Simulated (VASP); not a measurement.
# YS (R-3m) in VASP: further runs, part 2 of 2

VASP 6.6.1. Earlier steps stand in the parts before.

**3. Single point, LDA (equal xy, yz and zx shear strains of -1 %)**

File INCAR:

```
ALGO = Normal
EDIFF = 1E-7
ENCUT = 520
GGA = CA
ISIF = 2
ISMEAR = -1
LASPH = True
LCHARG = False
LREAL = False
LWAVE = False
NBANDS = 16
NELM = 80
PREC = Accurate
SIGMA = 0.01
```

File KPOINTS:

```
k-points
0
Gamma
  8 8 8
```

File POSCAR:

```
YS
1.0
   -0.0274365000      2.7299317500      2.7299317500
    2.7299317500     -0.0274365000      2.7299317500
    2.7299317500      2.7299317500     -0.0274365000
Y S
1 1
Direct
    0.5000000000      0.5000000000      0.5000000000
    0.0000000000      0.0000000000      0.0000000000
```

Potentials or basis: VASP PAW LDA potentials, release 64 (Y_sv, S).

Run with:

```
$ cat potpaw_LDA.64/Y_sv/POTCAR potpaw_LDA.64/S/POTCAR > POTCAR
$ mpirun -np 1 vasp_std > vasp.out
```

It took 89 s on 1 thread of Intel Xeon 8259CL, shared host; peak memory 0.2 GiB.

It converged, with:

```yaml
Free_energy: -16.0156 eV
Pressure: -3.8 GPa
Band_gap_on_the_k_mesh: zero (an odd number of electrons rules out a gap without spin polarisation)
```

Stress tensor (GPa, compression positive):
```
-3.76  0.28  0.28
 0.28 -3.76  0.28
 0.28  0.28 -3.76
```

Levels at points of the mesh, in eV from the Fermi level:
| k point | band 4 | band 5 | band 6 | band 7 | band 8 | band 9 | band 10 | band 11 | band 12 | band 13 |
| --- | --- | --- | --- | --- | --- | --- | --- | --- | --- | --- |
| (0.00, 0.00, 0.00) | -23.14 | -14.99 | -3.35 | -3.35 | -3.28 | -0.25 | -0.25 | -0.09 | 0.65 | 0.65 |
| (0.50, 0.00, 0.00) | -23.18 | -13.66 | -7.08 | -5.23 | -5.14 | 2.10 | 2.62 | 2.68 | 2.89 | 5.92 |
| (0.50, 0.50, 0.00) | -23.27 | -14.35 | -5.44 | -4.07 | -4.00 | -2.34 | 1.90 | 3.15 | 3.81 | 3.82 |
| (0.50, 0.50, 0.50) | -23.19 | -13.64 | -7.07 | -5.27 | -5.27 | 2.05 | 2.74 | 2.83 | 2.83 | 5.94 |

Caveat: the cell differs from its parent crystal (equal xy, yz and zx shear strains of -1 %); the cell stands under tension.

**4. Single point, LDA (equal xy, yz and zx shear strains of +1 %)**

File INCAR:

```
SYSTEM = YS
PREC = Accurate
ENCUT = 520
EDIFF = 1E-7
ISMEAR = -1
SIGMA = 0.01
LREAL = .FALSE.
LASPH = .TRUE.
NELM = 80
ALGO = Normal
ISIF = 2
LWAVE = .FALSE.
LCHARG = .FALSE.
NBANDS = 16
```

File KPOINTS:

```
regular mesh
0
G
  8 8 8
  0 0 0
```

File POSCAR:

```
YS
1.0
    0.0274365000      2.7573682500      2.7573682500
    2.7573682500      0.0274365000      2.7573682500
    2.7573682500      2.7573682500      0.0274365000
Y S
1 1
Direct
    0.5000000000      0.5000000000      0.5000000000
    0.0000000000      0.0000000000      0.0000000000
```

Potentials or basis: VASP PAW LDA potentials, release 64 (Y_sv, S).

Run with:

```
$ cat potpaw_LDA.64/Y_sv/POTCAR potpaw_LDA.64/S/POTCAR > POTCAR
$ mpirun -np 1 vasp_std > vasp.out
```

OUTCAR:

```text
SYSTEM = YS
   PREC = Accurate
   ENCUT = 520
   EDIFF = 1E-7
   ISMEAR = -1
   LREAL = .FALSE.
   LASPH = .TRUE.
   NELM = 80
   ISIF = 2

 ion  position               nearest neighbor table
   1  0.500  0.500  0.500-   2 2.74   2 2.74   2 2.74   2 2.74   2 2.74   2 2.74
   2  0.000  0.000  0.000-   1 2.74   1 2.74   1 2.74   1 2.74   1 2.74   1 2.74

  LATTYP: Found a trigonal (rhomboedric) cell.
 ALAT       =     3.8996040945
 COS(alpha) =     0.5099250056

  Lattice vectors:

 A1 = (   0.0274365000,   2.7573682500,   2.7573682500)
 A2 = (   2.7573682500,   0.0274365000,   2.7573682500)
[... 625 lines left out ...]
      4     -16.5141      2.00000
      5      -7.4994      2.00000
      6       0.5944      2.00000
[... 8 lines left out ...]
     15      14.5399      0.00000
     16      15.1685      0.00000

 [... further k-points ...]
[... 5 lines left out ...]
  --------------------------------------------------------------------------------------
  -------------------------------------------------------------------------------------
  Total       -0.9711034     -0.9711034     -0.9711034     -0.0265258     -0.0265258     -0.0265258
  in kB      -37.6697191    -37.6697191    -37.6697191     -1.0289541     -1.0289541     -1.0289541
  external PRESSURE =     -37.6697191 kB  Pullay stress =       0.0000000 kB

 VOLUME and BASIS-vectors are now :
 -----------------------------------------------------------------------------
  energy-cutoff  :      520.00
  volume of cell :       41.30
      direct lattice vectors                 reciprocal lattice vectors
     0.027436500  2.757368250  2.757368250    -0.184061469  0.182248055  0.182248055
     2.757368250  0.027436500  2.757368250     0.182248055 -0.184061469  0.182248055
     2.757368250  2.757368250  0.027436500     0.182248055  0.182248055 -0.184061469

 POSITION                                       TOTAL-FORCE (eV/Angst)
 -----------------------------------------------------------------------------------
      2.77109      2.77109      2.77109        -0.000000      0.000000      0.000000
      0.00000      0.00000      0.00000         0.000000     -0.000000     -0.000000
 -----------------------------------------------------------------------------------
    total drift:                                0.000000     -0.000000      0.000000

  FREE ENERGIE OF THE ION-ELECTRON SYSTEM (eV)
  ---------------------------------------------------
  free  energy   TOTEN  =       -16.0160935903 eV

  energy  without entropy=      -16.0157954706  energy(sigma->0) =      -16.01594453
```

stdout:

```text
POSCAR found type information on POSCAR Y S
 POSCAR found :  2 types and       2 ions
 scaLAPACK will be used
 LDA part: xc-table for (Slater(with rela. corr.)+CA(PZ))
 , standard interpolation
 POSCAR, INCAR and KPOINTS ok, starting setup
 FFT: planning ... GRIDC
 FFT: planning ... GRID_SOFT
 FFT: planning ... GRID
 WAVECAR not read
 entering main loop
```

It took 84 s on 1 thread of Intel Xeon 8259CL, shared host; peak memory 0.2 GiB.

What came out:

* Free energy: -16.0161 eV
* Pressure: -3.8 GPa
* Band gap on the k mesh: zero (an odd number of electrons rules out a gap without spin polarisation)

Stress tensor (GPa, compression positive):
```
-3.77 -0.10 -0.10
-0.10 -3.77 -0.10
-0.10 -0.10 -3.77
```

Levels at points of the mesh, in eV from the Fermi level:
```
           k point  band 6  band 7  band 8  band 9  band 10  band 11
(0.00, 0.00, 0.00)   -3.38   -3.31   -3.31   -0.31    -0.15    -0.15
(0.50, 0.00, 0.00)   -7.08   -5.28   -5.19    2.07     2.59     2.83
(0.50, 0.50, 0.00)   -5.45   -4.07   -4.01   -2.35     1.89     3.14
(0.50, 0.50, 0.50)   -7.09   -5.15   -5.15    2.12     2.64     2.72
```

Caveat: the cell differs from its parent crystal (equal xy, yz and zx shear strains of +1 %); the cell stands under tension.

**5. Single point, LDA (equal xy, yz and zx shear strains of +2 %)**

File INCAR:

```
PREC = Accurate
ENCUT = 520
EDIFF = 1E-6
ISMEAR = -1
SIGMA = 0.01
LREAL = F
LASPH = T
NELM = 100
ALGO = Normal
ISIF = 2
LWAVE = F
LCHARG = F
NBANDS = 16
```

File KPOINTS:

```
regular mesh
0
Gamma
  8 8 8
```

File POSCAR:

```
YS
1.0
    0.0548730000      2.7710865000      2.7710865000
    2.7710865000      0.0548730000      2.7710865000
    2.7710865000      2.7710865000      0.0548730000
Y S
1 1
Direct
    0.5000000000      0.5000000000      0.5000000000
    0.0000000000      0.0000000000      0.0000000000
```

Run with:

```
$ cat potpaw_LDA.64/Y_sv/POTCAR potpaw_LDA.64/S/POTCAR > POTCAR
$ mpirun -np 1 vasp_std > vasp.out
```

Run time: 68 s. Hardware: 1 thread of Intel Xeon 8259CL, shared host; peak memory 0.2 GiB.

The run converged. Its results:

```yaml
Free_energy: -16.0146 eV
Pressure: -3.8 GPa
Band_gap_on_the_k_mesh: zero (an odd number of electrons rules out a gap without spin polarisation)
```

Stress tensor (GPa, compression positive):
```
-3.75 -0.39 -0.39
-0.39 -3.75 -0.39
-0.39 -0.39 -3.75
```

Levels at points of the mesh, in eV from the Fermi level:
```tsv
k point	band 4	band 5	band 6	band 7	band 8	band 9	band 10	band 11	band 12	band 13
(0.00, 0.00, 0.00)	-23.16	-15.00	-3.44	-3.29	-3.29	-0.42	-0.11	-0.11	0.64	0.64
(0.50, 0.00, 0.00)	-23.20	-13.66	-7.09	-5.34	-5.17	2.05	2.44	2.92	2.93	5.78
(0.50, 0.50, 0.00)	-23.28	-14.36	-5.46	-4.11	-3.98	-2.36	1.88	3.09	3.80	3.86
(0.50, 0.50, 0.50)	-23.19	-13.70	-7.11	-5.09	-5.09	2.15	2.58	2.66	2.66	6.06
```

Caveat: the cell differs from its parent crystal (equal xy, yz and zx shear strains of +2 %); the cell stands under tension.

**6. Overview**

```tsv
cell	gap on the mesh (eV)	pressure (GPa)
a = 3.842 Å, angles 61.3°, 2 atoms	none	-3.7
a = 3.861 Å, angles 60.7°, 2 atoms	none	-3.8
a = 3.900 Å, angles 59.3°, 2 atoms	none	-3.8
a = 3.919 Å, angles 58.7°, 2 atoms	none	-3.8
```

Alike in all rows: task single point; level LDA; potentials or basis VASP PAW LDA potentials, release 64 (Y_sv, S); no spin polarisation; k mesh 8 × 8 × 8; cutoff (eV) 520; smearing fermi-dirac 0.01 eV.

Caveats: the cell stands under tension.

Total energies depend on the potentials used, so only differences within one code and one set of settings carry meaning.
